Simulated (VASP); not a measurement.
# Al16O22F (a cell with a defect) in VASP: a series of runs

Al16O22F (a cell with a defect) is run at these levels: PBE; tasks: single point.

All numbers are computed with VASP 6.6.1; they aren't measurements. Logs are shortened: lines on timing, memory, paths and dates and some standing lists are left out, and cuts for length are marked.

### 1 The cell of the first run

The cell holds a defect, 39 atoms: a = 6.992 Å, b = 6.992 Å, c = 6.992 Å, α = 85.68°, β = 85.68°, γ = 85.68°.

### 2 Single point, PBE

File INCAR:

```
PREC = Accurate
ENCUT = 520
EDIFF = 1E-7
ISMEAR = -1
SIGMA = 0.02
LREAL = Auto
LASPH = True
NELM = 60
ALGO = Normal
ISIF = 2
LWAVE = False
LCHARG = True
GGA = PE
LELF = True
LVHAR = True
NBANDS = 118
NELECT = 188.0
```

File KPOINTS:

```
Automatic mesh
0
Gamma
  2 2 2
```

File POSCAR:

```
Al16O22F
1.0
   -4.7540000000     -2.7447230000      4.3300000000
    4.7540000000     -2.7447230000      4.3300000000
    0.0000000000      5.4894460000      4.3300000000
Al O F
16 22 1
Direct
    0.3472554523      0.3529506564      0.3570474710
    0.1497379924      0.1505703441      0.1452618713
    0.6368098160      0.6415214273      0.6403941609
    0.8648069017      0.8613098466      0.8516945681
    0.8516176127      0.8556493754      0.3541450211
    0.6572833115      0.6457267276      0.1586172126
    0.1306689843      0.1093791231      0.6636659804
    0.3488953596      0.3522108834      0.8450143112
    0.8482180165      0.3487211717      0.8535612737
    0.6462894945      0.1460238235      0.6500555042
    0.1458214971      0.6497564993      0.1461171537
    0.3527189895      0.8550702726      0.3418481513
    0.3847216870      0.8360178586      0.8560054890
    0.1263262751      0.6377633807      0.6467258176
    0.6457327306      0.1520131260      0.1501552981
    0.8564051879      0.3483961429      0.3533176068
    0.5984581446      0.3902904963      0.7559314976
    0.7610144842      0.5925548713      0.3994142473
    0.4039400971      0.5989352590      0.2500542051
    0.2517789627      0.4108153531      0.5973389406
    0.5947750709      0.2522595051      0.4048933686
    0.2450369121      0.1025634161      0.3985248449
    0.9044073978      0.2522891816      0.5977008801
    0.9049104295      0.0990191801      0.2499278962
    0.7606795596      0.9122963034      0.5962225204
    0.0907679854      0.7434976867      0.3960456443
    0.0978412514      0.4048376754      0.2474053688
    0.2454589463      0.6018211676      0.8997099554
    0.9075732668      0.7537388116      0.1002338800
    0.8932102366      0.5922992143      0.7506609878
    0.7513349588      0.4024123673      0.0994817732
    0.0955172784      0.2542919944      0.9042574709
    0.5983432331      0.9089986812      0.2604213651
    0.7480705888      0.1000375639      0.9090671360
    0.4021468425      0.2534211378      0.0951798257
    0.3990499800      0.0928476241      0.7527675229
    0.2542430632      0.9043932525      0.0923121831
    0.6147519688      0.7619844047      0.9314728644
    0.2857428344      0.8322602934      0.6037913295
```

Potentials or basis: VASP PAW PBE potentials, release 64 (Al, O, F).

Started as:

```
> cat potpaw_PBE.64/Al/POTCAR potpaw_PBE.64/O/POTCAR potpaw_PBE.64/F/POTCAR > POTCAR
> mpirun -np 1 vasp_std > vasp.out
```

OUTCAR:

```text
PREC = Accurate
   ENCUT = 520
   EDIFF = 1E-7
   ISMEAR = -1
   LREAL = Auto
   LASPH = True
   NELM = 60
   ISIF = 2
   GGA = PE
   NELECT = 188.0

 ion  position               nearest neighbor table
   1  0.347  0.353  0.357-  20 1.82  21 1.86  19 1.88  22 1.93  27 1.96  35 2.01   2 2.65  15 2.80
                            11 2.81   7 3.02  14 3.18  10 3.23   6 3.26
   2  0.150  0.151  0.145-  32 1.84  24 1.86  37 1.87  22 1.94  35 1.95  27 1.96   1 2.65  12 2.76
                            16 2.77   8 2.78   9 3.21   5 3.23  13 3.35
   3  0.637  0.642  0.640-  18 1.88  17 1.91  30 2.00  25 2.13  38 2.25  13 2.60   5 2.82   9 2.83
                             4 2.85   8 3.15  12 3.20  16 3.20   6 3.36
   4  0.865  0.861  0.852-  34 1.86  29 1.88  38 1.96  25 1.98  30 2.05  14 2.71  10 2.78   7 2.82
                             3 2.85   6 2.89  11 3.16  15 3.24
   5  0.852  0.856  0.354-  25 1.82  26 1.83  24 1.85  33 1.93  29 1.96  18 1.99   6 2.60  15 2.80
                            11 2.80   3 2.82  14 3.14  10 3.20   2 3.23
   6  0.657  0.646  0.159-  38 1.76  31 1.84  19 1.88  18 1.88  29 1.96  33 2.03   5 2.60  16 2.75
                            12 2.78   4 2.89  13 3.11   9 3.23   1 3.26   3 3.36
   7  0.131  0.109  0.664-  23 1.88  22 1.97  36 2.01  32 2.02  39 2.20  20 2.33   8 2.80   9 2.81
                             4 2.82  13 2.84   1 3.02  12 3.21  16 3.28  14 3.31
   8  0.349  0.352  0.845-  17 1.84  35 1.88  28 1.89  20 1.91  32 1.95  36 1.97  10 2.77   2 2.78
                            14 2.79   7 2.80   3 3.15  11 3.25  15 3.26
   9  0.848  0.349  0.854-  30 1.84  32 1.85  31 1.85  17 1.92  34 1.92  23 1.96  10 2.63  15 2.76
                             7 2.81   3 2.83  14 3.11   2 3.21   6 3.23
  10  0.646  0.146  0.650-  25 1.82  21 1.87  36 1.87  17 1.91  34 1.99  23 2.00   9 2.63   8 2.77
                             4 2.78  16 2.81  13 3.14   5 3.20   1 3.23
  11  0.146  0.650  0.146-  29 1.81  27 1.85  28 1.85  26 1.91  37 1.99  19 1.99  12 2.63   5 2.80
                             1 2.81  13 2.83   4 3.16  16 3.22   8 3.25
  12  0.353  0.855  0.342-  33 1.83  39 1.85  22 1.89  37 1.92  19 1.95  26 2.04  11 2.63   2 2.76
                             6 2.78  14 2.95  15 3.18   3 3.20   7 3.21
  13  0.385  0.836  0.856-  38 1.76  36 1.89  37 1.90  39 1.94  28 1.96   3 2.60  11 2.83   7 2.84
                            14 2.90   6 3.11  10 3.14   2 3.35
  14  0.126  0.638  0.647-  30 1.77  20 1.80  39 1.82  26 1.88  28 2.00   4 2.71   8 2.79  13 2.90
                            12 2.95   9 3.11   5 3.14   1 3.18   7 3.31
  15  0.646  0.152  0.150-  34 1.83  35 1.85  33 1.85  31 1.95  21 1.96  24 1.99  16 2.64   9 2.76
                             5 2.80   1 2.80  12 3.18   4 3.24   8 3.26
  16  0.856  0.348  0.353-  18 1.83  23 1.83  27 1.85  24 1.93  31 1.97  21 1.99  15 2.64   6 2.75
                             2 2.77  10 2.81   3 3.20  11 3.22   7 3.28
  17  0.598  0.390  0.756-   8 1.84   3 1.91  10 1.91   9 1.92
  18  0.761  0.593  0.399-  16 1.83   3 1.88   6 1.88   5 1.99
  19  0.404  0.599  0.250-   6 1.88   1 1.88  12 1.95  11 1.99
  20  0.252  0.411  0.597-  14 1.80   1 1.82   8 1.91   7 2.33
  21  0.595  0.252  0.405-   1 1.86  10 1.87  15 1.96  16 1.99
  22  0.245  0.103  0.399-  12 1.89   1 1.93   2 1.94   7 1.97
[... 15 lines left out ...]
  38  0.615  0.762  0.931-  13 1.76   6 1.76   4 1.96   3 2.25
  39  0.286  0.832  0.604-  14 1.82  12 1.85  13 1.94   7 2.20

  LATTYP: Found a trigonal (rhomboedric) cell.
 ALAT       =     6.9916321661
 COS(alpha) =     0.0753205480

  Lattice vectors:

 A1 = (  -4.7540000000,  -2.7447230000,   4.3300000000)
 A2 = (   4.7540000000,  -2.7447230000,   4.3300000000)
 A3 = (   0.0000000000,   5.4894460000,   4.3300000000)

Analysis of symmetry for initial positions (statically):
=====================================================================
 Subroutine PRICEL returns:
 Original cell was already a primitive cell.

 Routine SETGRP: Setting up the symmetry group for a
 trigonal (rhombohedral) supercell.

 Subroutine GETGRP returns: Found  1 space group operations
 (whereof  1 operations were pure point group operations)
 out of a pool of 12 trial point group operations.

The static configuration has the point symmetry C_1 .

Analysis of symmetry for dynamics (positions and initial velocities):
=====================================================================
 Subroutine PRICEL returns:
 Original cell was already a primitive cell.

 Routine SETGRP: Setting up the symmetry group for a
 trigonal (rhombohedral) supercell.

 Subroutine GETGRP returns: Found  1 space group operations
 (whereof  1 operations were pure point group operations)
 out of a pool of 12 trial point group operations.

The dynamic configuration has the point symmetry C_1 .
[... 111 lines left out ...]

  Cartesian coordinates                     Fractional coordinates (reciprocal lattice)
    -0.052587295 -0.030361291  0.038491147     0.500000000  0.000000000  0.000000000
     0.052587295 -0.030361291  0.038491147     0.000000000  0.500000000  0.000000000
     0.000000000  0.060722582  0.038491147     0.000000000  0.000000000  0.500000000

  Length of vectors
     0.071894367  0.071894367  0.071894369

  Shift w.r.t. Gamma in fractional coordinates (k-lattice)
     0.000000000  0.000000000  0.000000000

 Subroutine IBZKPT returns following result:
 ===========================================

 Found      8 irreducible k-points:

 Following reciprocal coordinates:
            Coordinates               Weight
  0.000000  0.000000  0.000000      1.000000
  0.500000 -0.000000  0.000000      1.000000
 -0.000000  0.500000  0.000000      1.000000
  0.000000  0.000000  0.500000      1.000000
  0.500000  0.500000  0.000000      1.000000
  0.500000  0.000000  0.500000      1.000000
  0.000000  0.500000  0.500000      1.000000
  0.500000  0.500000  0.500000      1.000000
   k-points           NKPTS =      8   k-points in BZ     NKDIM =      8   number of bands    NBANDS=    118
   number of dos      NEDOS =    301   number of ions     NIONS =     39
   total plane-waves  NPLWV = 157464
   dimension x,y,z NGX =    54 NGY =   54 NGZ =   54
   dimension x,y,z NGXF=   108 NGYF=  108 NGZF=  108
   ions per type =              16  22   1
   NGX,Y,Z   is equivalent  to a cutoff of  12.84, 12.84, 12.84 a.u.
   NGXF,Y,Z  is equivalent  to a cutoff of  25.68, 25.68, 25.68 a.u.
 SYSTEM =  unknown system
   PREC   = accura    normal or accurate (medium, high low for compatibility)
   ISTART =      0    job   : 0-new  1-cont  2-samecut
   ICHARG =      2    charge: 1-file 2-atom 10-const
   ISPIN  =      1    spin polarized calculation?
   LNONCOLLINEAR =      F non collinear calculations
   LSORBIT =      F    spin-orbit coupling
   LASPH  =      T    aspherical Exc in radial PAW
   ENCUT  =  520.0 eV  38.22 Ry    6.18 a.u.  13.00 13.00 13.00*2*pi/ulx,y,z
   NELM   =     60;   NELMIN=  2; NELMDL= -5     # of ELM steps
   EDIFF  = 0.1E-06   stopping-criterion for ELM
   LREAL  =      T    real-space projection
   EDIFFG = 0.1E-05   stopping-criterion for IOM
   NSW    =      0    number of steps for IOM
   IBRION =     -1    ionic relax: 0-MD 1-quasi-New 2-CG
   NFREE  =      0    steps in history (QN), initial steepest desc. (CG)
   ISIF   =      2    stress and relaxation
   ISYM   =      2    0-nonsym 1-usesym 2-fastsym
   POTIM  = 0.5000    time-step for ionic-motion
   TEBEG  =    0.0;   TEEND  =   0.0 temperature during run
   PSTRESS=    0.0 pullay stress
   NELECT =     188.0000    total number of electrons
   NUPDOWN=      -1.0000    fix difference up-down
   EMIN   =  10.00;   EMAX   =-10.00  energy-range for DOS
   EFERMI =   0.00;   METHOD = LEGACY
   ISMEAR =    -1;   SIGMA  =   0.02  broadening in eV -4-tet -1-fermi 0-gaus
   EFERMI_NEDOS =   21; number of points for ismear=-14 and -15
   IALGO  =     38    algorithm
   IMIX   =      4    mixing-type and parameters
     AMIX     =   0.40;   BMIX     =  1.00
     AMIX_MAG =   1.60;   BMIX_MAG =  1.00
  volume/ion in A,a.u.               =       8.69        58.66
  Fermi-wavevector in a.u.,A,eV,Ry     =   1.345019  2.541718 24.613984  1.809077
  Thomas-Fermi vector in A             =   2.472966
   LORBIT       =      0    0 simple, 1 ext, 2 COOP (PROOUT), +10 PAW based schemes
   GGA     = PE    functional components
   LHFCALC =     F    Hartree Fock is set to
   AEXX    =    0.0000 exact exchange contribution
   IVDW    =     0    specifies the selected vdW correction
   LEPSILON=     F    determine dielectric tensor
   LRPA    =     F    only Hartree local field effects (RPA)
 non-spin polarized calculation
  energy-cutoff  :      520.00
  volume of cell :      339.00
 maximum number of plane-waves:      9142
 NGX is ok and might be reduce to    54
   NGX = 25   NGY = 25   NGZ = 25

 number of electron     187.9999997 magnetization

 Free energy of the ion-electron system (eV)
  ---------------------------------------------------
  ext. energy  EPLUGINS =         0.00000000
  ---------------------------------------------------
  free energy    TOTEN  =      -267.61071039 eV

  energy without entropy =     -267.61071039  energy(sigma->0) =     -267.61071039

 E-fermi :  11.4333     XC(G=0): -11.6570

 val. band max:       10.9212786692   @ k =   0.0000   0.0000   0.5000
 cond. band min:      12.8225232982   @ k =  -0.0000   0.5000   0.0000
 fundamental gap:      1.9012446290
 Fermi energy:        11.4332845495

 k-point     1 :       0.0000    0.0000    0.0000
  band No.  band energies     occupation
      1     -18.2637      2.00000
      2     -13.1723      2.00000
      3     -12.1472      2.00000
      4     -12.0361      2.00000
      5     -11.8681      2.00000
      6     -11.5272      2.00000
[... 861 lines left out ...]
    105      15.7323      0.00000
    106      15.7889      0.00000
 [bands above 106 left out]

------------------------ aborting loop because EDIFF is reached ----------------------------------------

  FORCE on cell =-STRESS in cart. coord.  units (eV):
  Direction    XX          YY          ZZ          XY          YZ          ZX
  --------------------------------------------------------------------------------------
  -------------------------------------------------------------------------------------
  Total       46.7997167     36.0022838     43.7596071     -1.2577802      2.3038069     -4.4682050
  in kB      221.1856566    170.1546363    206.8174365     -5.9445432     10.8882935    -21.1177103
  external PRESSURE =     199.3859098 kB  Pullay stress =       0.0000000 kB

 VOLUME and BASIS-vectors are now :
 -----------------------------------------------------------------------------
  energy-cutoff  :      520.00
  volume of cell :      339.00
      direct lattice vectors                 reciprocal lattice vectors
    -4.754000000 -2.744723000  4.330000000    -0.105174590 -0.060722582  0.076982294
     4.754000000 -2.744723000  4.330000000     0.105174590 -0.060722582  0.076982294
     0.000000000  5.489446000  4.330000000     0.000000000  0.121445163  0.076982294

 POSITION                                       TOTAL-FORCE (eV/Angst)
 -----------------------------------------------------------------------------------
      0.02708      0.03812      4.57791        -0.013526      0.002092      0.004573
      0.00396     -0.02686      1.92932        -0.034682      0.004443     -0.009243
      0.02240      0.00674      8.30808         0.024737     -0.050860     -0.047514
     -0.01662     -0.06238     11.16192        -0.008832     -0.033869      0.000593
      0.01917     -2.74191      8.92591        -0.016405     -0.005069      0.001373
     -0.05494     -2.70568      6.32885        -0.008329     -0.026609     -0.014145
[... 31 lines left out ...]
      0.69994      1.33451      9.99455        -0.029789     -0.047841     -0.093512
      2.59814      0.24587      7.45537         0.284309      0.196927      0.119902
 -----------------------------------------------------------------------------------
    total drift:                                0.023736     -0.009863     -0.015275

  FREE ENERGIE OF THE ION-ELECTRON SYSTEM (eV)
  ---------------------------------------------------
  free  energy   TOTEN  =      -267.6107103945 eV

  energy  without entropy=     -267.6107103945  energy(sigma->0) =     -267.61071039
```

It took 15 min on 1 thread of Intel Xeon 8259CL, shared host; peak memory 0.49 GiB.

What came out:

- Free energy: -267.6107 eV
- Largest force: 0.366 eV/Å

Forces in eV/Å, atoms in the order of the input:
```
Al  -0.014  0.002  0.005
Al  -0.035  0.004 -0.009
Al   0.025 -0.051 -0.048
Al  -0.009 -0.034  0.001
Al  -0.016 -0.005  0.001
Al  -0.008 -0.027 -0.014
Al   0.027  0.001  0.007
Al  -0.014  0.006  0.006
Al   0.017  0.005  0.006
Al   0.004 -0.008 -0.005
Al  -0.010 -0.027 -0.003
Al  -0.056  0.100  0.059
Al   0.058 -0.006  0.003
Al  -0.030  0.054 -0.086
Al  -0.005  0.002 -0.015
Al  -0.018 -0.021  0.006
O    0.030  0.001  0.003
O   -0.040 -0.045  0.015
O   -0.030  0.008  0.012
O   -0.029  0.013 -0.027
O   -0.004  0.001 -0.004
O   -0.015  0.008  0.010
O    0.023 -0.009 -0.002
O   -0.021 -0.007 -0.003
O   -0.009 -0.027 -0.005
O   -0.045 -0.008  0.025
O   -0.006 -0.024  0.004
O   -0.010 -0.051  0.024
O   -0.003 -0.020 -0.009
O    0.014 -0.004 -0.025
O   -0.002 -0.001  0.001
O    0.026  0.005  0.026
O   -0.017 -0.013 -0.023
O    0.013  0.004 -0.021
O   -0.006 -0.009  0.010
O   -0.003  0.020  0.021
O   -0.037  0.013  0.029
O   -0.030 -0.048 -0.094
F    0.284  0.197  0.120
```

Levels at points of the mesh, in eV from the Fermi level:
```tsv
k point	band 91	band 92	band 93	band 94	band 95	band 96	band 97	band 98
(0.00, 0.00, 0.00)	-5.52	-5.41	-2.85	-0.59	1.78	2.00	2.35	2.56
(0.50, 0.00, 0.00)	-5.59	-5.49	-2.38	-0.73	1.88	2.18	2.38	2.63
(0.00, 0.50, 0.00)	-5.63	-5.50	-2.45	-0.59	1.39	2.20	2.52	2.67
(0.00, 0.00, 0.50)	-5.64	-5.48	-2.52	-0.51	1.50	1.90	2.47	3.05
(0.50, 0.50, 0.00)	-5.62	-5.52	-2.30	-0.62	1.70	2.17	2.44	2.82
(0.50, 0.00, 0.50)	-5.59	-5.45	-2.33	-0.59	1.88	1.92	2.30	2.95
(0.00, 0.50, 0.50)	-5.59	-5.41	-2.38	-0.55	1.64	1.99	2.27	2.87
(0.50, 0.50, 0.50)	-5.66	-5.40	-2.30	-0.56	1.78	2.10	2.36	2.77
```

Caveat: the k points lie up to 0.45 Å⁻¹ apart; the cell carries a net charge on a neutralising background, which shifts energy and pressure; the cell is charged against a uniform background, so pressure and absolute levels hang on convention.

(Continued in part 2 of 2.)
